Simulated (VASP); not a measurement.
Input of a VASP 6.6.1 run:

INCAR

```
SYSTEM = HfO2
PREC     = Accurate       ! precision mode
ENCUT    = 520            ! plane-wave cutoff, eV
EDIFF    = 1E-6           ! SCF threshold, eV
ISMEAR   = 0              ! smearing method
SIGMA    = 0.05           ! smearing width, eV
LREAL    = .False.        ! projectors in reciprocal space
LASPH    = .True.         ! aspherical terms in the spheres
NELM     = 80             ! most SCF steps
ALGO     = Normal         ! electronic algorithm
ISIF     = 2              ! what is computed and relaxed
LWAVE    = .False.        ! write WAVECAR
LCHARG   = .False.        ! write CHGCAR
GGA      = PE             ! functional
NBANDS   = 18             ! bands
```

File KPOINTS:

```
Automatic mesh
0
Gamma
  8 8 8
  0 0 0
```

POSCAR

```
HfO2
1.0
   -0.0696171708      2.5807827318      2.5807827318
    2.5807827318     -0.0696171708      2.5807827318
    2.5807827318      2.5807827318     -0.0696171708
Hf O
1 2
Direct
    0.0000000000      0.0000000000      0.0000000000
    0.2500000000      0.2500000000      0.2500000000
    0.7500000000      0.7500000000      0.7500000000
```

Potentials or basis: VASP PAW PBE potentials, release 64 (Hf_pv, O).

The run is started by

```bash
$ cat potpaw_PBE.64/Hf_pv/POTCAR potpaw_PBE.64/O/POTCAR > POTCAR
$ mpirun -np 1 vasp_std > vasp.out
```

(1) Estimate the band gap on the k mesh.

(2) What does it give for the pressure?

Answers

(1) 3.56 eV.

(2) -18.6 GPa.

Caveat: the cell stands under tension; spin-orbit coupling is left out, which moves the levels of the heavy elements.
